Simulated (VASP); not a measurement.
Runs of VASP 6.6.1 on Ti. The structure is that of space group Fm-3m (No. 225), or close to it. The cells are those of the table. 

| cell | gap on the mesh (eV) | pressure (GPa) |
| --- | --- | --- |
| a = 2.878, b = 2.878, c = 2.906 Å, angles 59.7, 59.7, 60.7°, 1 atom | none | (a) |
| a = 2.885, b = 2.885, c = 2.906 Å, angles 59.8, 59.8, 60.5°, 1 atom | none | (b) |
| a = 2.928, b = 2.928, c = 2.906 Å, angles 60.2, 60.2, 59.5°, 1 atom | none | -1.2 |
| a = 2.921, b = 2.921, c = 2.906 Å, angles 60.2, 60.2, 59.7°, 1 atom | none | -0.7 |
| a = 2.892, b = 2.892, c = 2.906 Å, angles 59.8, 59.8, 60.3°, 1 atom | none | 1.6 |

Alike in all rows: task single point; level r2SCAN; potentials or basis VASP PAW PBE potentials, release 64 (Ti_sv); no spin polarisation; k mesh 26 × 26 × 26; cutoff (eV) 520; smearing gaussian 0.15 eV.

Fill in the values left out.

(a) 2.8; (b) 2.2.

Caveats: the PAW data sets were made with another functional, which shifts forces and pressure a little.

A gap of «none» marks levels without a gap at the run's occupations.
